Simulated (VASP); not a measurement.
Here is a VASP 6.6.1 calculation.

Contents of INCAR:

```
SYSTEM = Ni
PREC = Accurate
ENCUT = 520
EDIFF = 1E-6
ISMEAR = -1
SIGMA = 0.1
LREAL = .FALSE.
LASPH = .TRUE.
NELM = 150
ALGO = Normal
ISIF = 2
LWAVE = .FALSE.
LCHARG = .FALSE.
ISPIN = 2
MAGMOM = 1
LORBIT = 11
LMAXMIX = 4
GGA = PE
NBANDS = 15
```

File KPOINTS:

```
Automatic mesh
0
G
  21 21 21
  0 0 0
```

File POSCAR:

```
Ni
1.0
    0.0000000000      1.7602622642      1.7602622642
    1.7602622642      0.0000000000      1.7602622642
    1.7602622642      1.7602622642      0.0000000000
Ni
1
Direct
    0.0000000000      0.0000000000      0.0000000000
```

Potentials or basis: VASP PAW PBE potentials, release 64 (Ni).

Run with:

```console
$ cat potpaw_PBE.64/Ni/POTCAR > POTCAR
$ mpirun -np 1 vasp_std > vasp.out
```

Question: Predict the pressure.

Answer: -0.1 GPa.

Question: Estimate the net moment.

Answer: 0.61 μB per cell.
